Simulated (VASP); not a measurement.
Wanted: the native input for a VASP 6.6.1 run.

| Quantity | Value |
| --- | --- |
| Task | single point |
| Functional | PBE |
| Potentials or basis | VASP PAW PBE potentials, release 64 (Zr_sv, F) |
| Cutoff | 520 eV |
| k mesh | 6 × 6 × 4 |
| Occupations | gaussian, width 0.1 eV |
| Spin | no spin polarisation |
| Dipole correction | no |
| Further INCAR settings | ALGO = Normal; EDIFF = 1e-07; NBANDS = 24 |

The structure of ZrF3 lies in POSCAR:

```
ZrF3
1.0
    3.0902637410      0.0000000000      0.0000000000
    0.0000000000      3.0902637410      0.0000000000
    0.0000000000      0.0000000000      4.4438346636
Zr F
1 3
Direct
    0.0000000000      0.0000000000      0.0000000000
    0.5000000000      0.5000000000      0.7648664381
    0.0000000000      0.0000000000      0.5000000000
    0.5000000000      0.5000000000      0.2351335619
```

The input as run:

INCAR

```
SYSTEM = ZrF3
PREC     = Accurate       ! precision mode
ENCUT    = 520            ! plane-wave cutoff, eV
EDIFF    = 1E-7           ! SCF threshold, eV
ISMEAR   = 0              ! smearing method
SIGMA    = 0.1            ! smearing width, eV
LREAL    = .FALSE.        ! projectors in reciprocal space
LASPH    = .TRUE.         ! aspherical terms in the spheres
NELM     = 80             ! most SCF steps
ALGO     = Normal         ! electronic algorithm
ISIF     = 2              ! what is computed and relaxed
LWAVE    = .FALSE.        ! write WAVECAR
LCHARG   = .TRUE.         ! write CHGCAR
GGA      = PE             ! functional
LELF     = .TRUE.         ! ELF
LVHAR    = .TRUE.       
NBANDS   = 24             ! bands
```

KPOINTS

```
Automatic mesh
0
G
  6 6 4
  0 0 0
```

Potentials or basis: VASP PAW PBE potentials, release 64 (Zr_sv, F).

Launch:

```sh
$ cat potpaw_PBE.64/Zr_sv/POTCAR potpaw_PBE.64/F/POTCAR > POTCAR
$ mpirun -np 1 vasp_std > vasp.out
```

It gave:

* Pressure: 0.0 GPa
* Largest force: 0.034 eV/Å

Caveat: an odd number of electrons without spin polarisation forces a metal; a magnetic or distorted state may lie lower.

It took 20 s on 1 thread of Intel(R) Xeon(R) Platinum 8488C (Sapphire Rapids), on a shared host, peak memory 0.16 GiB.
